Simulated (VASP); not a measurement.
HfN:

```
CELL_PARAMETERS angstrom
0.00000 2.43835 2.43835
2.43835 0.00000 2.43835
2.43835 2.43835 0.00000
ATOMIC_POSITIONS crystal
Hf 0.00000 0.00000 0.00000
N 0.25000 0.25000 0.25000
```

This cell differs from its parent crystal: volume scaled by 0.98.

Base run:

- Program: VASP 6.6.1
- Functional: PBEsol
- Potentials or basis: VASP PAW PBE potentials, release 64 (Hf_pv, N)
- Cutoff: 520 eV
- k mesh: 9 × 9 × 9
- Occupations: fermi-dirac, width 0.05 eV
- Spin: no spin polarisation

Its results: pressure -2.1 GPa.

Q: After a change of settings the same cell gave: pressure -0.7 GPa. Which change was it?
A. further incar settings from ALGO = Normal; EDIFF = 1e-06; NBANDS = 14 to ALGO = Normal; EDIFF = 1e-07; NBANDS = 14
B. functional from PBEsol to PBE0; k mesh from 9 × 9 × 9 to 6 × 6 × 6
C. functional from PBEsol to r2SCAN; further incar settings from ALGO = Normal; EDIFF = 1e-06; NBANDS = 14 to ALGO = Normal; EDIFF = 1e-07; NBANDS = 14

A: B.

Caveats: some runs use coarse meshes; the PAW data sets were made with another functional, which shifts forces and pressure a little.
